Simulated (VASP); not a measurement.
Write the native input for VASP 6.6.1 that does the following.

* Task: relaxation of cell and atoms
* Functional: LDA
* Potentials or basis: VASP PAW LDA potentials, release 64 (In_d)
* Cutoff: 600 eV
* k mesh: 15 × 15 × 15
* Occupations: fermi-dirac, width 0.1 eV
* Spin: no spin polarisation
* Target pressure: 90 GPa
* Dipole correction: no
* Further INCAR settings: ALGO = Normal; EDIFF = 1e-07; IBRION = 2; EDIFFG = -0.005; NSW = 60; ISIF = 3

The structure of In lies in POSCAR:

```
In
1.0
    2.4888785057      0.0000000000      0.0000000000
    0.0000000000      2.4888785057      0.0000000000
    0.0000000000      0.0000000000      2.4888785057
In
1
Direct
    0.0000000000      0.0000000000      0.0000000000
```

These files were run (other wordings do the same):

INCAR

```
SYSTEM = In
PREC = Accurate
ENCUT = 600
EDIFF = 1E-7
ISMEAR = -1
SIGMA = 0.1
LREAL = .False.
LASPH = .True.
NELM = 60
ALGO = Normal
ISIF = 3
LWAVE = .False.
LCHARG = .False.
GGA = CA
IBRION = 2
NSW = 60
EDIFFG = -0.005
PSTRESS = 900.0
```

KPOINTS

```
regular mesh
0
Gamma
  15 15 15
  0 0 0
```

Potentials or basis: VASP PAW LDA potentials, release 64 (In_d).

Run with:

```bash
$ cat potpaw_LDA.64/In_d/POTCAR > POTCAR
$ mpirun -np 1 vasp_std > vasp.out
```

Results of the run:

```json
{"Relaxed volume": "15.68 Å³/atom", "Relaxed cell": "a = 2.503 Å, b = 2.503 Å, c = 2.503 Å, α = 90.00°, β = 90.00°, γ = 90.00°", "Space group after relaxing (to 0.05 Å)": "Pm-3m (No. 221)", "Energy change on relaxing (the enthalpy is what falls)": "-152.7 meV/atom", "Ionic steps": "4", "Pressure after relaxing": "90.0 GPa"}
```

Caveat: the cell is relaxed towards a set pressure, so the enthalpy falls and the energy may rise.

It took 89 s on 1 thread of AMD EPYC 7R13, with other jobs on the host, peak memory 0.11 GiB.
